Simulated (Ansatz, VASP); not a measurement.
# One calculation of SnTe, two programs

File INCAR:

```
  PREC = Accurate
  ENCUT = 520
  EDIFF = 1E-7
  ISMEAR = -1
  SIGMA = 0.03
  LREAL = F
  LASPH = T
  NELM = 100
  ALGO = Normal
  ISIF = 2
  LWAVE = F
  LCHARG = F
  GGA = PE
  NBANDS = 17
```

The input KPOINTS:

```
regular mesh
0
Gamma
  3 3 3
```

The input POSCAR:

```
SnTe
1.0
    0.0000000000      3.1508500000      3.1508500000
    3.1508500000      0.0000000000      3.1508500000
    3.1508500000      3.1508500000      0.0000000000
Te Sn
1 1
Direct
    0.5000000000      0.5000000000      0.5000000000
    0.0000000000      0.0000000000      0.0000000000
```

input.yaml

```yaml
crystal:
  lattice:
    - [0.0, 3.15085, 3.15085]
    - [3.15085, 0.0, 3.15085]
    - [3.15085, 3.15085, 0.0]
  atoms:
    - { symbol: Te, position: [0.5, 0.5, 0.5] }
    - { symbol: Sn, position: [0.0, 0.0, 0.0] }
kpoints:
  mp_grid: { grid: [3, 3, 3] }
scf:
  occupations: { method: fermi_dirac, width: 0.03 }
hamiltonian:
  xc: pbe
  pseudopotentials: { kind: all_electron, lapw: { basis_error: 0.004 } }
output:
  forces: true
  stress: true
  eigenvalues: true
```

Alike in both runs: task single point; functional PBE; k mesh 3 × 3 × 3; occupations fermi-dirac, width 0.03 eV; no spin polarisation.

|  | VASP | Ansatz |
| --- | --- | --- |
| version | VASP 6.6.1 | Ansatz 0.2.0 |
| potentials or method | VASP PAW PBE potentials, release 64 (Te, Sn_d), cutoff 520 eV | all-electron LAPW, scalar-relativistic |

|  | VASP | Ansatz | Ansatz less VASP |
| --- | --- | --- | --- |
| pressure (GPa) | 2.3 | 2.3 | +0.03 |

Ansatz ran all-electron here, and VASP with PAW potentials.

The k mesh is coarse, so the values compare programs but aren't converged. Spin-orbit coupling is off throughout.
